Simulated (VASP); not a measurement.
# TbPIr2 (P6/mmm) in VASP: a series of runs

The runs below take TbPIr2 through single point, relaxation of cell and atoms, with PBE.

Program: VASP 6.6.1. These are calculated values, not measurements. Logs are shortened: lines on timing, memory, paths and dates and some standing lists are left out, and cuts for length are marked.

**1. The cell of the first run**

The structure is hexagonal, space group P6/mmm (No. 191). Conventional cell: a = 4.378 Å, b = 4.378 Å, c = 5.097 Å, α = 90.00°, β = 90.00°, γ = 120.00°. Within 3.4 Å of Tb (site symmetry 6/mmm) lie 2 P at 2.55 Å. Within 3.3 Å of P (site symmetry 6/mmm) lie 6 Ir at 2.53 Å and 2 Tb at 2.55 Å. Ir (site symmetry -6m2) has 3 Ir at 2.53 Å and 3 P at 2.53 Å within 3.3 Å.

**2. Single point, PBE**

Input file INCAR:

```
PREC = Accurate
ENCUT = 500
EDIFF = 1E-6
ISMEAR = 0
SIGMA = 0.2
LREAL = False
LASPH = True
NELM = 200
ALGO = Normal
ISIF = 2
LWAVE = False
LCHARG = False
GGA = PE
NBANDS = 42
GGA_COMPAT = False
LMAXMIX = 6
```

Input file KPOINTS:

```
regular mesh
0
Gamma
  6 6 2
```

Input file POSCAR:

```
TbPIr2
1.0
    4.3775378765      0.0000000000      0.0000000000
   -2.1887689383      3.7910590071      0.0000000000
    0.0000000000      0.0000000000     10.1947864879
Tb P Ir
2 2 4
Direct
    0.0000000000      1.0000000000      0.2500000000
    1.0000000000      1.0000000000      0.7500000000
    0.0000000000      0.0000000000      0.0000000000
    0.0000000000      0.0000000000      0.5000000000
    0.3333333333      0.6666666667      0.0000000000
    0.3333333333      0.6666666667      0.5000000000
    0.6666666667      0.3333333333      0.0000000000
    0.6666666667      0.3333333333      0.5000000000
```

Potentials or basis: VASP PAW PBE potentials, release 64 (Tb_3, P, Ir), 4f in core.

On the command line:

```bash
> cat potpaw_PBE.64/Tb_3/POTCAR potpaw_PBE.64/P/POTCAR potpaw_PBE.64/Ir/POTCAR > POTCAR
> mpirun -np 1 vasp_std > vasp.out
```

OUTCAR:

```text
PREC = Accurate
   ENCUT = 500
   EDIFF = 1E-6
   ISMEAR = 0
   LREAL = False
   LASPH = True
   NELM = 200
   ISIF = 2
   GGA = PE

 ion  position               nearest neighbor table
   1  0.000  0.000  0.250-   3 2.55   4 2.55   5 3.59   6 3.59   7 3.59   8 3.59   7 3.59   8 3.59
                             5 3.59   6 3.59   7 3.59   8 3.59   5 3.59   6 3.59
   2  0.000  0.000  0.750-   3 2.55   4 2.55   5 3.59   6 3.59   7 3.59   8 3.59   7 3.59   8 3.59
                             5 3.59   6 3.59   7 3.59   8 3.59   5 3.59   6 3.59
   3  0.000  0.000  0.000-   5 2.53   7 2.53   7 2.53   5 2.53   7 2.53   5 2.53   1 2.55   2 2.55

   4  0.000  0.000  0.500-   6 2.53   8 2.53   8 2.53   6 2.53   8 2.53   6 2.53   1 2.55   2 2.55

   5  0.333  0.667  0.000-   7 2.53   7 2.53   3 2.53   3 2.53   3 2.53   7 2.53   1 3.59   2 3.59
                             1 3.59   2 3.59   1 3.59   2 3.59
   6  0.333  0.667  0.500-   8 2.53   8 2.53   4 2.53   4 2.53   4 2.53   8 2.53   1 3.59   2 3.59
                             1 3.59   2 3.59   1 3.59   2 3.59
   7  0.667  0.333  0.000-   5 2.53   5 2.53   3 2.53   3 2.53   3 2.53   5 2.53   1 3.59   2 3.59
                             2 3.59   1 3.59   2 3.59   1 3.59
   8  0.667  0.333  0.500-   6 2.53   6 2.53   4 2.53   4 2.53   4 2.53   6 2.53   1 3.59   2 3.59
                             2 3.59   1 3.59   2 3.59   1 3.59

  LATTYP: Found a hexagonal cell.
 ALAT       =     4.3775378765
 C/A-ratio  =     2.3288859572

  Lattice vectors:

 A1 = (   4.3775378765,   0.0000000000,   0.0000000000)
 A2 = (  -2.1887689383,   3.7910590071,   0.0000000000)
 A3 = (   0.0000000000,   0.0000000000,  10.1947864879)

Analysis of symmetry for initial positions (statically):
=====================================================================
 Subroutine PRICEL returns following result:

  LATTYP: Found a hexagonal cell.
 ALAT       =     4.3775378765
 C/A-ratio  =     1.1644429786

  Lattice vectors:

 A1 = (   4.3775378765,   0.0000000000,   0.0000000000)
 A2 = (  -2.1887689383,   3.7910590071,   0.0000000000)
 A3 = (   0.0000000000,   0.0000000000,   5.0973932440)

   2 primitive cells build up your supercell.

 Routine SETGRP: Setting up the symmetry group for a
 hexagonal supercell.

 Subroutine GETGRP returns: Found 24 space group operations
 (whereof 24 operations were pure point group operations)
 out of a pool of 24 trial point group operations.

The static configuration has the point symmetry D_6h.

Analysis of symmetry for dynamics (positions and initial velocities):
=====================================================================
 Subroutine PRICEL returns following result:

  LATTYP: Found a hexagonal cell.
 ALAT       =     4.3775378765
 C/A-ratio  =     1.1644429786

  Lattice vectors:

 A1 = (   4.3775378765,   0.0000000000,   0.0000000000)
 A2 = (  -2.1887689383,   3.7910590071,   0.0000000000)
 A3 = (   0.0000000000,   0.0000000000,   5.0973932440)

   2 primitive cells build up your supercell.

 Routine SETGRP: Setting up the symmetry group for a
 hexagonal supercell.

 Subroutine GETGRP returns: Found 24 space group operations
 (whereof 24 operations were pure point group operations)
 out of a pool of 24 trial point group operations.

The dynamic configuration has the point symmetry D_6h.

 Subroutine INISYM returns: Found 24 space group operations
 (whereof 24 operations are pure point group operations),
 and found     2 'primitive' translations

----------------------------------------------------------------------------------------

                                     Primitive cell

  volume of cell :      84.5938

  direct lattice vectors                    reciprocal lattice vectors
     4.377537876  0.000000000  0.000000000     0.228438914  0.131889269  0.000000000
    -2.188768938  3.791059007  0.000000000     0.000000000  0.263778537  0.000000000
     0.000000000  0.000000000  5.097393244     0.000000000  0.000000000  0.196178704

  length of vectors
     4.377537876  4.377537877  5.097393244     0.263778537  0.263778537  0.196178704

  position of ions in fractional coordinates (direct lattice)
     0.000000000  0.000000000  0.500000000
     0.000000000  0.000000000  0.000000000
     0.333333333  0.666666667  0.000000000
     0.666666667  0.333333333  0.000000000

  ion indices of the primitive-cell ions
   primitive index   ion index
                 1           1
                 2           3
                 3           5
                 4           7

----------------------------------------------------------------------------------------

 KPOINTS: regular mesh

Automatic generation of k-mesh.
 Grid dimensions read from file:
 generate k-points for:    6    6    2

 Generating k-lattice:

  Cartesian coordinates                     Fractional coordinates (reciprocal lattice)
     0.038073152  0.021981545  0.000000000     0.166666667 -0.000000000  0.000000000
[... 73 lines left out ...]
   GGA     = PE    functional components
   LHFCALC =     F    Hartree Fock is set to
   AEXX    =    0.0000 exact exchange contribution
   IVDW    =     0    specifies the selected vdW correction
   LEPSILON=     F    determine dielectric tensor
   LRPA    =     F    only Hartree local field effects (RPA)
 non-spin polarized calculation
 Gauss-broadening in eV      SIGMA  =   0.20
  energy-cutoff  :      500.00
  volume of cell :      169.19
 maximum number of plane-waves:      4326
 NGX is ok and might be reduce to    32

 number of electron      64.0000002 magnetization

 Free energy of the ion-electron system (eV)
  ---------------------------------------------------
  ext. energy  EPLUGINS =         0.00000000
  ---------------------------------------------------
  free energy    TOTEN  =       -55.93906803 eV

  energy without entropy =      -55.78688282  energy(sigma->0) =      -55.86297542

 E-fermi :   5.7631     XC(G=0): -10.8735

 val. band max:        5.7271052774   @ k =   0.3333  -0.0000   0.0000
 cond. band min:       5.8096631476   @ k =   0.3333   0.3333   0.0000
 fundamental gap:      0.0825578702
 Fermi energy:         5.7630881951

 k-point     1 :       0.0000    0.0000    0.0000
  band No.  band energies     occupation
      1     -17.3415      2.00000
      2     -17.2714      2.00000
      3     -17.2375      2.00000
      4     -17.2375      2.00000
      5     -17.2362      2.00000
      6     -17.2362      2.00000
[... 34 lines left out ...]
     41       8.7601      0.00000
     42       8.8197      0.00000

 k-point     2 :       0.1667    0.0000    0.0000
  band No.  band energies     occupation
      1     -17.3369      2.00000
      2     -17.2698      2.00000
      3     -17.2535      2.00000
      4     -17.2516      2.00000
      5     -17.2413      2.00000
      6     -17.2402      2.00000
[... 34 lines left out ...]
     41       8.6523      0.00000
     42       8.7132      0.00000

 k-point     3 :       0.3333   -0.0000    0.0000
  band No.  band energies     occupation
      1     -17.3279      2.00000
      2     -17.2853      2.00000
      3     -17.2821      2.00000
      4     -17.2667      2.00000
      5     -17.2489      2.00000
      6     -17.2482      2.00000
[... 34 lines left out ...]
     41       8.6035      0.00000
     42       8.9481      0.00000

 k-point     4 :       0.5000   -0.0000    0.0000
  band No.  band energies     occupation
      1     -17.3236      2.00000
      2     -17.3010      2.00000
      3     -17.2973      2.00000
      4     -17.2651      2.00000
      5     -17.2527      2.00000
      6     -17.2522      2.00000
[... 394 lines left out ...]
     41       8.7961      0.00000
     42       8.7987      0.00000

 k-point    13 :       0.3333    0.1667    0.5000
  band No.  band energies     occupation
      1     -17.2948      2.00000
      2     -17.2948      2.00000
      3     -17.2912      2.00000
      4     -17.2912      2.00000
      5     -17.2604      2.00000
      6     -17.2604      2.00000
[... 34 lines left out ...]
     41       9.2057      0.00000
     42       9.2082      0.00000

 k-point    14 :       0.3333    0.3333    0.5000
  band No.  band energies     occupation
      1     -17.2933      2.00000
      2     -17.2933      2.00000
      3     -17.2807      2.00000
      4     -17.2807      2.00000
      5     -17.2807      2.00000
      6     -17.2807      2.00000
[... 34 lines left out ...]
     41       9.2716      0.00000
     42       9.2716      0.00000

------------------------ aborting loop because EDIFF is reached ----------------------------------------

  FORCE on cell =-STRESS in cart. coord.  units (eV):
  Direction    XX          YY          ZZ          XY          YZ          ZX
  --------------------------------------------------------------------------------------
  -------------------------------------------------------------------------------------
  Total        0.6329673      0.6329673      0.2963649     -0.0000000     -0.0000000     -0.0000000
  in kB        5.9940902      5.9940902      2.8065236     -0.0000000     -0.0000000     -0.0000000
  external PRESSURE =       4.9315680 kB  Pullay stress =       0.0000000 kB

 VOLUME and BASIS-vectors are now :
 -----------------------------------------------------------------------------
  energy-cutoff  :      500.00
  volume of cell :      169.19
      direct lattice vectors                 reciprocal lattice vectors
     4.377537876  0.000000000  0.000000000     0.228438914  0.131889269  0.000000000
    -2.188768938  3.791059007  0.000000000     0.000000000  0.263778537  0.000000000
     0.000000000  0.000000000 10.194786488     0.000000000  0.000000000  0.098089352

 POSITION                                       TOTAL-FORCE (eV/Angst)
 -----------------------------------------------------------------------------------
      0.00000      0.00000      2.54870         0.000000     -0.000000     -0.000000
      0.00000      0.00000      7.64609         0.000000      0.000000     -0.000000
      0.00000      0.00000      0.00000         0.000000      0.000000      0.000000
      0.00000      0.00000      5.09739         0.000000     -0.000000     -0.000000
     -0.00000      2.52737      0.00000        -0.000000     -0.000000     -0.000000
     -0.00000      2.52737      5.09739        -0.000000      0.000000      0.000000
      2.18877      1.26369      0.00000        -0.000000      0.000000      0.000000
      2.18877      1.26369      5.09739         0.000000     -0.000000     -0.000000
 -----------------------------------------------------------------------------------
    total drift:                               -0.000000      0.000000     -0.000000

  FREE ENERGIE OF THE ION-ELECTRON SYSTEM (eV)
  ---------------------------------------------------
  free  energy   TOTEN  =       -55.9390680320 eV

  energy  without entropy=      -55.7868828158  energy(sigma->0) =      -55.86297542
```

Run time: 85 s. Hardware: 1 thread of AMD EPYC 9R45 (Zen 5), shared host; peak memory 0.27 GiB.

Results:

```yaml
Free_energy: -55.9391 eV
Pressure: 0.5 GPa
Band_gap_on_the_k_mesh: zero (bands 32 and 33 overlap by 1.05 eV)
```

Caveat: spin-orbit coupling is left out, which moves the levels of the heavy elements; the 4f electrons are frozen in the core, so they carry no moment and show no levels.

**3. Relaxation of cell and atoms, PBE**

This run uses another cell than the first one: it holds 4 atoms, not 8.

Input file INCAR:

```
  PREC = Accurate
  ENCUT = 500
  EDIFF = 1E-7
  ISMEAR = 0
  SIGMA = 0.1
  LREAL = F
  LASPH = T
  NELM = 200
  ALGO = Normal
  ISIF = 3
  LWAVE = F
  LCHARG = F
  GGA = PE
  IBRION = 2
  NSW = 90
  EDIFFG = -0.04
  GGA_COMPAT = F
  NELMIN = 4
  LMAXMIX = 6
```

Input file KPOINTS:

```
Automatic mesh
0
Gamma
  6 6 4
```

Input file POSCAR:

```
TbPIr2
1.0
    4.3801267681      0.0000000000      0.0000000000
   -2.1900633841      3.7933010530      0.0000000000
    0.0000000000      0.0000000000      5.1145204814
Tb P Ir
1 1 2
Direct
    0.0000000000      0.0000000000      0.5000000000
    0.0000000000      0.0000000000      0.0000000000
    0.3333333333      0.6666666667      0.0000000000
    0.6666666667      0.3333333333      0.0000000000
```

Potentials or basis: VASP PAW PBE potentials, release 64 (Tb_3, P, Ir), 4f in core.

On the command line:

```bash
> cat potpaw_PBE.64/Tb_3/POTCAR potpaw_PBE.64/P/POTCAR potpaw_PBE.64/Ir/POTCAR > POTCAR
> mpirun -np 1 vasp_std > vasp.out
```

Wall time 57 s (1 thread of AMD EPYC 9R45 (Zen 5), shared host); peak memory 0.18 GiB.

It converged, with:

* Free energy: -27.9389 eV
* Relaxed volume: 21.22 Å³/atom
* Relaxed cell: a = 4.384 Å, b = 4.384 Å, c = 5.100 Å, α = 90.00°, β = 90.00°, γ = 120.00°
* Space group after relaxing (to 0.1 Å): P6/mmm (No. 191)
* Energy gained by relaxing: 0.2 meV/atom
* Ionic steps: 3
* Pressure after relaxing: -0.1 GPa
* Band gap on the k mesh: zero (bands 16 and 17 overlap by 1.16 eV)

Step by step:
```csv
step,energy change (eV),largest force (eV/Å),pressure (GPa),volume (Å³)
1,0.0000,0.0000,-0.11,84.98
2,-0.0001,0.0000,-0.09,84.80
3,-0.0007,0.0000,-0.10,84.88
```

Final structure:
```cif
data_structure
_symmetry_space_group_name_H-M 'P 1'
_symmetry_Int_Tables_number 1
_cell_length_a 4.3838
_cell_length_b 4.3838
_cell_length_c 5.1003
_cell_angle_alpha 90.000
_cell_angle_beta 90.000
_cell_angle_gamma 120.000
_cell_volume 84.88
loop_
_atom_site_label
_atom_site_type_symbol
_atom_site_fract_x
_atom_site_fract_y
_atom_site_fract_z
_atom_site_occupancy
Tb1 Tb 0.00000 0.00000 0.50000 1
P1 P 0.00000 0.00000 0.00000 1
Ir1 Ir 0.33333 0.66667 0.00000 1
Ir2 Ir 0.66667 0.33333 0.00000 1
```

Levels at points of the mesh, in eV from the Fermi level:
| k point | band 12 | band 13 | band 14 | band 15 | band 16 | band 17 | band 18 | band 19 | band 20 |
| --- | --- | --- | --- | --- | --- | --- | --- | --- | --- |
| (0.00, 0.00, 0.00) | -2.44 | -2.42 | -1.53 | -1.53 | -0.79 | 1.38 | 1.38 | 3.02 | 3.04 |
| (0.50, 0.00, 0.00) | -2.35 | -2.15 | -1.17 | -0.34 | -0.19 | 0.75 | 0.80 | 1.17 | 2.80 |
| (0.00, 0.00, 0.50) | -2.72 | -1.63 | -1.18 | -1.09 | -1.09 | -0.56 | 2.48 | 2.48 | 2.62 |
| (0.50, 0.00, 0.50) | -2.20 | -1.41 | -1.31 | -1.13 | -0.34 | -0.28 | 0.39 | 1.31 | 2.92 |

Caveat: spin-orbit coupling is left out, which moves the levels of the heavy elements; the 4f electrons are frozen in the core, so they carry no moment and show no levels. Spin polarisation is off, so any magnetic state and its effect on volume and gap are missing.

**4. Single point, PBE**

This run uses another cell than the first one: it holds 4 atoms, not 8.

Input file INCAR:

```
PREC = Accurate
ENCUT = 500
EDIFF = 1E-6
ISMEAR = 0
SIGMA = 0.1
LREAL = False
LASPH = True
NELM = 200
ALGO = Normal
ISIF = 2
LWAVE = False
LCHARG = True
GGA = PE
LELF = True
LVHAR = True
NBANDS = 24
GGA_COMPAT = False
LMAXMIX = 6
```

Input file KPOINTS:

```
Automatic mesh
0
Gamma
  12 12 10
```

Input file POSCAR:

```
TbPIr2
1.0
    4.3775378765      0.0000000000      0.0000000000
   -2.1887689383      3.7910590071      0.0000000000
    0.0000000000      0.0000000000      5.0973932439
Tb P Ir
1 1 2
Direct
    0.0000000000      0.0000000000      0.5000000000
    0.0000000000      0.0000000000      0.0000000000
    0.3333333333      0.6666666667      0.0000000000
    0.6666666667      0.3333333333      0.0000000000
```

On the command line:

```bash
> cat potpaw_PBE.64/Tb_3/POTCAR potpaw_PBE.64/P/POTCAR potpaw_PBE.64/Ir/POTCAR > POTCAR
> mpirun -np 1 vasp_std > vasp.out
```

It took 2.1 min on 1 thread of AMD EPYC 9R45 (Zen 5), shared host; peak memory 0.33 GiB.

The run converged. Its results:

- Free energy: -27.9310 eV
- Pressure: 0.4 GPa
- Band gap on the k mesh: zero (bands 16 and 17 overlap by 1.25 eV)

Stress tensor (GPa, compression positive):
```
0.38 0.00 0.00
0.00 0.38 0.00
0.00 0.00 0.58
```

Levels at points of the mesh, in eV from the Fermi level:
```csv
k point,band 13,band 14,band 15,band 16,band 17,band 18,band 19,band 20
"(0.00, 0.00, 0.00)",-2.51,-1.61,-1.61,-0.85,1.31,1.31,2.96,2.96
"(0.50, 0.00, 0.00)",-2.25,-1.27,-0.43,-0.26,0.67,0.73,1.10,2.73
"(0.00, 0.00, 0.50)",-1.71,-1.25,-1.17,-1.17,-0.62,2.41,2.41,2.55
"(0.50, 0.00, 0.50)",-1.49,-1.37,-1.23,-0.43,-0.34,0.32,1.25,2.86
```

Caveat: spin-orbit coupling is left out, which moves the levels of the heavy elements; the 4f electrons are frozen in the core, so they carry no moment and show no levels. Spin polarisation is off, so any magnetic state and its effect on volume and gap are missing.

**5. Overview**

```tsv
task	cell	k mesh	smearing	gap on the mesh (eV)	pressure (GPa)
single point	a = 4.378, b = 4.378, c = 10.195 Å, angles 90.0, 90.0, 120.0°, 8 atoms, atomic positions A	6 × 6 × 2	gaussian 0.2 eV	none	0.5
relaxation of cell and atoms	relaxed from a = 4.380, b = 4.380, c = 5.115 Å, angles 90.0, 90.0, 120.0°, 4 atoms, atomic positions B	6 × 6 × 4	gaussian 0.1 eV	none	-0.1
single point	a = 4.378, b = 4.378, c = 5.097 Å, angles 90.0, 90.0, 120.0°, 4 atoms, atomic positions B	12 × 12 × 10	gaussian 0.1 eV	none	0.4
```

Alike in all rows: level PBE; potentials or basis VASP PAW PBE potentials, release 64 (Tb_3, P, Ir), 4f in core; no spin polarisation; cutoff (eV) 500.

Caveats: spin-orbit coupling is left out, which moves the levels of the heavy elements; the 4f electrons are frozen in the core, so they carry no moment and show no levels.

Absolute energies hang on the potentials; compare differences alone.

The gap in the log of VASP goes by the Fermi energy; the results here count the filled bands.